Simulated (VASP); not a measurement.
# Pd in VASP: relaxation of the atoms with PBE+D3(BJ)

Aim: the relaxation of the atoms of Pd with PBE+D3(BJ).

All numbers are computed with VASP 6.6.1; they aren't measurements. Logs are shortened: lines on timing, memory, paths and dates and some standing lists are left out, and cuts for length are marked.

### 1 The cell of the first run

The cell holds a slab with vacuum, 4 atoms: a = 2.750 Å, b = 2.750 Å, c = 22.834 Å, α = 90.00°, β = 90.00°, γ = 90.00°.

### 2 Relaxation of the atoms, PBE+D3(BJ)

INCAR reads:

```
SYSTEM = Pd
PREC     = Accurate       ! precision mode
ENCUT    = 520            ! plane-wave cutoff, eV
EDIFF    = 1E-7           ! SCF threshold, eV
ISMEAR   = 0              ! smearing method
SIGMA    = 0.1            ! smearing width, eV
LREAL    = .False.        ! projectors in reciprocal space
LASPH    = .True.         ! aspherical terms in the spheres
NELM     = 80             ! most SCF steps
ALGO     = Normal         ! electronic algorithm
ISIF     = 2              ! what is computed and relaxed
LWAVE    = .False.        ! write WAVECAR
LCHARG   = .False.        ! write CHGCAR
LDIPOL   = .True.       
IDIPOL   = 3            
DIPOL    = 0.5 0.5 0.500
GGA      = PE             ! functional
IVDW     = 12             ! dispersion correction
IBRION   = 2              ! ionic algorithm
NSW      = 90             ! ionic steps
EDIFFG   = -0.03          ! ionic threshold
```

KPOINTS reads:

```
Automatic mesh
0
Gamma
  10 10 1
  0 0 0
```

POSCAR reads:

```
Pd
1.0
    2.7502723905      0.0000000000      0.0000000000
    0.0000000000      2.7502723905      0.0000000000
    0.0000000000      0.0000000000     22.8342087724
Pd
4
Selective dynamics
Direct
    0.5000000000      0.5000000000      0.3722485016  F F F
    0.0000000000      0.0000000000      0.4574161672  F F F
    0.5000000000      0.5000000000      0.5425838328  T T T
    0.0000000000      0.0000000000      0.6277514984  T T T
```

Potentials or basis: VASP PAW PBE potentials, release 64 (Pd).

Started as:

```console
> cat potpaw_PBE.64/Pd/POTCAR > POTCAR
> mpirun -np 1 vasp_std > vasp.out
```

OUTCAR:

```text
SYSTEM = Pd
   PREC = Accurate
   ENCUT = 520
   EDIFF = 1E-7
   ISMEAR = 0
   LREAL = .False.
   LASPH = .True.
   NELM = 80
   ISIF = 2
   GGA = PE
   IVDW = 12
   IBRION = 2
   NSW = 90
   EDIFFG = -0.03
 IVDW          = 12

 ion  position               nearest neighbor table
   1  0.500  0.500  0.372-   2 2.75   2 2.75   2 2.75   2 2.75
   2  0.000  0.000  0.457-   3 2.75   3 2.75   3 2.75   3 2.75   1 2.75   1 2.75   1 2.75   1 2.75

   3  0.500  0.500  0.543-   2 2.75   2 2.75   2 2.75   2 2.75   4 2.75   4 2.75   4 2.75   4 2.75

   4  0.000  0.000  0.628-   3 2.75   3 2.75   3 2.75   3 2.75

  LATTYP: Found a simple tetragonal cell.
 ALAT       =     2.7502723905
 C/A-ratio  =     8.3025262702

  Lattice vectors:

 A1 = (   2.7502723905,   0.0000000000,   0.0000000000)
 A2 = (   0.0000000000,   2.7502723905,   0.0000000000)
 A3 = (   0.0000000000,   0.0000000000,  22.8342087724)

Analysis of symmetry for initial positions (statically):
=====================================================================
 Subroutine PRICEL returns:
 Original cell was already a primitive cell.

 Routine SETGRP: Setting up the symmetry group for a
 simple tetragonal supercell.

 Subroutine GETGRP returns: Found 16 space group operations
 (whereof  8 operations were pure point group operations)
 out of a pool of 16 trial point group operations.

The static configuration has the point symmetry C_4v.
 The point group associated with its full space group is D_4h.

Analysis of symmetry for dynamics (positions and initial velocities):
=====================================================================
 Subroutine PRICEL returns:
 Original cell was already a primitive cell.

 Routine SETGRP: Setting up the symmetry group for a
 simple tetragonal supercell.

 Subroutine GETGRP returns: Found 16 space group operations
 (whereof  8 operations were pure point group operations)
 out of a pool of 16 trial point group operations.

The dynamic configuration has the point symmetry C_4v.
 The point group associated with its full space group is D_4h.

Analysis of constrained symmetry for selective dynamics:
=====================================================================
 Subroutine PRICEL returns:
 Original cell was already a primitive cell.

 Routine SETGRP: Setting up the symmetry group for a
 simple tetragonal supercell.

 Subroutine GETGRP returns: Found  8 space group operations
 (whereof  8 operations were pure point group operations)
 out of a pool of 16 trial point group operations.

The constrained configuration has the point symmetry C_4v.

 Subroutine INISYM returns: Found  8 space group operations
 (whereof  8 operations are pure point group operations),
 and found     1 'primitive' translations

----------------------------------------------------------------------------------------

                                     Primitive cell

  volume of cell :     172.7179

  direct lattice vectors                    reciprocal lattice vectors
     2.750272391  0.000000000  0.000000000     0.363600349  0.000000000  0.000000000
     0.000000000  2.750272391  0.000000000     0.000000000  0.363600349  0.000000000
     0.000000000  0.000000000 22.834208772     0.000000000  0.000000000  0.043793941

  length of vectors
     2.750272391  2.750272391 22.834208772     0.363600349  0.363600349  0.043793941

  position of ions in fractional coordinates (direct lattice)
     0.500000000  0.500000000  0.372248502
     0.000000000  0.000000000  0.457416167
     0.500000000  0.500000000  0.542583833
     0.000000000  0.000000000  0.627751498

  ion indices of the primitive-cell ions
   primitive index   ion index
                 1           1
                 2           2
                 3           3
                 4           4

----------------------------------------------------------------------------------------

 KPOINTS: Automatic mesh

Automatic generation of k-mesh.
 Grid dimensions read from file:
 generate k-points for:   10   10    1

 Generating k-lattice:

  Cartesian coordinates                     Fractional coordinates (reciprocal lattice)
     0.036360035  0.000000000  0.000000000     0.100000000  0.000000000  0.000000000
     0.000000000  0.036360035  0.000000000     0.000000000  0.100000000  0.000000000
     0.000000000  0.000000000  0.043793941     0.000000000  0.000000000  1.000000000

  Length of vectors
     0.036360035  0.036360035  0.043793941

  Shift w.r.t. Gamma in fractional coordinates (k-lattice)
     0.000000000  0.000000000  0.000000000

 Subroutine IBZKPT returns following result:
 ===========================================

 Found     21 irreducible k-points:

 Following reciprocal coordinates:
            Coordinates               Weight
  0.000000  0.000000  0.000000      1.000000
  0.100000  0.000000  0.000000      4.000000
  0.200000  0.000000  0.000000      4.000000
  0.300000  0.000000  0.000000      4.000000
  0.400000  0.000000  0.000000      4.000000
  0.500000  0.000000  0.000000      2.000000
[... 13 lines left out ...]
  0.500000  0.400000  0.000000      4.000000
  0.500000  0.500000  0.000000      1.000000
   k-points           NKPTS =     21   k-points in BZ     NKDIM =     21   number of bands    NBANDS=     24
   number of dos      NEDOS =    301   number of ions     NIONS =      4
   total plane-waves  NPLWV =  72000
   dimension x,y,z NGX =    20 NGY =   20 NGZ =  180
   dimension x,y,z NGXF=    40 NGYF=   40 NGZF=  360
   ions per type =               4
   NGX,Y,Z   is equivalent  to a cutoff of  12.09, 12.09, 13.11 a.u.
   NGXF,Y,Z  is equivalent  to a cutoff of  24.18, 24.18, 26.21 a.u.
 SYSTEM =  Pd
   PREC   = accura    normal or accurate (medium, high low for compatibility)
   ISTART =      0    job   : 0-new  1-cont  2-samecut
   ICHARG =      2    charge: 1-file 2-atom 10-const
   ISPIN  =      1    spin polarized calculation?
   LNONCOLLINEAR =      F non collinear calculations
   LSORBIT =      F    spin-orbit coupling
   LASPH  =      T    aspherical Exc in radial PAW
   ENCUT  =  520.0 eV  38.22 Ry    6.18 a.u.   5.11  5.11 42.46*2*pi/ulx,y,z
   NELM   =     80;   NELMIN=  2; NELMDL= -5     # of ELM steps
   EDIFF  = 0.1E-06   stopping-criterion for ELM
   LREAL  =      F    real-space projection
   EDIFFG = -.3E-01   stopping-criterion for IOM
   NSW    =     90    number of steps for IOM
   IBRION =      2    ionic relax: 0-MD 1-quasi-New 2-CG
   NFREE  =      1    steps in history (QN), initial steepest desc. (CG)
   ISIF   =      2    stress and relaxation
   ISYM   =      2    0-nonsym 1-usesym 2-fastsym
   POTIM  = 0.5000    time-step for ionic-motion
   TEBEG  =    0.0;   TEEND  =   0.0 temperature during run
   PSTRESS=    0.0 pullay stress
   NELECT =      40.0000    total number of electrons
   NUPDOWN=      -1.0000    fix difference up-down
   EMIN   =  10.00;   EMAX   =-10.00  energy-range for DOS
   EFERMI =   0.00;   METHOD = LEGACY
   ISMEAR =     0;   SIGMA  =   0.10  broadening in eV -4-tet -1-fermi 0-gaus
   EFERMI_NEDOS =   21; number of points for ismear=-14 and -15
   IALGO  =     38    algorithm
   IMIX   =      4    mixing-type and parameters
     AMIX     =   0.40;   BMIX     =  1.00
     AMIX_MAG =   1.60;   BMIX_MAG =  1.00
  volume/ion in A,a.u.               =      43.18       291.39
  Fermi-wavevector in a.u.,A,eV,Ry     =   1.005346  1.899829 13.751698  1.010721
  Thomas-Fermi vector in A             =   2.138020
   LORBIT       =      0    0 simple, 1 ext, 2 COOP (PROOUT), +10 PAW based schemes
   GGA     = PE    functional components
   LHFCALC =     F    Hartree Fock is set to
   AEXX    =    0.0000 exact exchange contribution
   IVDW    =    12    specifies the selected vdW correction
   LEPSILON=     F    determine dielectric tensor
   LRPA    =     F    only Hartree local field effects (RPA)
 conjugate gradient relaxation of ions
 non-spin polarized calculation
 Gauss-broadening in eV      SIGMA  =   0.10
  energy-cutoff  :      520.00
  volume of cell :      172.72
 maximum number of plane-waves:      4688
   NGX = 11   NGY = 11   NGZ = 85

 dipolmoment           0.000000      0.000000      0.000000 electrons x Angstroem

 number of electron      40.0000022 magnetization

 dipolmoment           0.000000      0.000000     -0.000000 electrons x Angstroem

 Free energy of the ion-electron system (eV)
  ---------------------------------------------------
  ext. energy  EPLUGINS =         0.00000000
  ---------------------------------------------------
  free energy    TOTEN  =       -19.44769604 eV

  energy without entropy =      -19.39499703  energy(sigma->0) =      -19.42134654

 E-fermi :   0.0005     XC(G=0):  -5.3063

 val. band max:       -0.0021723309   @ k =   0.3000   0.2000   0.0000
 cond. band min:       0.0171738772   @ k =   0.3000   0.3000   0.0000
 fundamental gap:      0.0193462081
 Fermi energy:         0.0005102578

 k-point     1 :       0.0000    0.0000    0.0000
  band No.  band energies     occupation
      1      -6.5180      2.00000
      2      -5.2219      2.00000
      3      -4.8531      2.00000
      4      -4.8477      2.00000
      5      -4.3801      2.00000
      6      -4.1735      2.00000
[... 16 lines left out ...]
     23       0.1170      0.09942
     24       1.1348      0.00000

 k-point     2 :       0.1000    0.0000    0.0000
  band No.  band energies     occupation
      1      -6.2915      2.00000
      2      -5.0600      2.00000
      3      -4.7214      2.00000
      4      -4.6747      2.00000
      5      -4.2616      2.00000
      6      -4.0072      2.00000
[... 16 lines left out ...]
     23       0.1573      0.02661
     24       1.6487      0.00000
[... 484 lines left out ...]
     23       6.2485      0.00000
     24       6.2485      0.00000

 k-point    21 :       0.5000    0.5000    0.0000
  band No.  band energies     occupation
      1      -4.9909      2.00000
      2      -4.9909      2.00000
      3      -4.7045      2.00000
      4      -4.7045      2.00000
      5      -4.0687      2.00000
      6      -4.0687      2.00000
[... 16 lines left out ...]
     23       6.8459      0.00000
     24       6.8459      0.00000

------------------------ aborting loop because EDIFF is reached ----------------------------------------

 vacuum level on the upper side and lower side of the slab       (xc-potential included)        -0.057        -0.058

 Edisp (eV)   -1.89635

 E8    (eV) :    -0.8730

  FORCE on cell =-STRESS in cart. coord.  units (eV):
  Direction    XX          YY          ZZ          XY          YZ          ZX
  --------------------------------------------------------------------------------------
  -------------------------------------------------------------------------------------
  Total      -2.16508    -2.16508     0.02453     0.00000     0.00000     0.00000
  in kB     -20.08382   -20.08382     0.22752     0.00000     0.00000     0.00000
  external pressure =      -13.31 kB  Pullay stress =        0.00 kB

 VOLUME and BASIS-vectors are now :
 -----------------------------------------------------------------------------
  energy-cutoff  :      520.00
  volume of cell :      172.72
      direct lattice vectors                 reciprocal lattice vectors
     2.750272391  0.000000000  0.000000000     0.363600349  0.000000000  0.000000000
     0.000000000  2.750272391  0.000000000     0.000000000  0.363600349  0.000000000
     0.000000000  0.000000000 22.834208772     0.000000000  0.000000000  0.043793941

 POSITION                                       TOTAL-FORCE (eV/Angst)
 -----------------------------------------------------------------------------------
      1.37514      1.37514      8.50000        -0.000000      0.000000     -0.017510
      0.00000      0.00000     10.44474        -0.000000     -0.000000      0.017965
      1.37514      1.37514     12.38947        -0.000000     -0.000000     -0.017966
      0.00000      0.00000     14.33421         0.000000     -0.000000      0.017511
 -----------------------------------------------------------------------------------
    total drift:                                0.000000      0.000000      0.000001

  FREE ENERGIE OF THE ION-ELECTRON SYSTEM (eV)
  ---------------------------------------------------
  free  energy   TOTEN  =       -21.3440410701 eV

  energy  without entropy=      -21.2913420623  energy(sigma->0) =      -21.31769157

 reached required accuracy - stopping structural energy minimisation

 vacuum level on the upper side and lower side of the slab         5.052         5.050
```

It took 2.1 min on 1 thread of Intel Xeon Platinum 8259CL at 2.50GHz (Skylake/Cascade Lake), shared host; peak memory 0.28 GiB.

What came out:

```
Free energy                : -21.3440 eV
Band gap on the k mesh     : zero (band 20 reaches 0.64 eV, above the bottom of band 21 at -0.29 eV)
Dispersion energy per atom : -0.474 eV
```

Final structure:
```
Pd
1.0
     2.75027    0.00000    0.00000
     0.00000    2.75027    0.00000
     0.00000    0.00000   22.83421
Pd
4
Cartesian
  1.3751 1.3751 8.5000
  0.0000 0.0000 10.4447
  1.3751 1.3751 12.3895
  0.0000 0.0000 14.3342
```

Caveat: the relaxation stopped at its first step, so nothing moved.
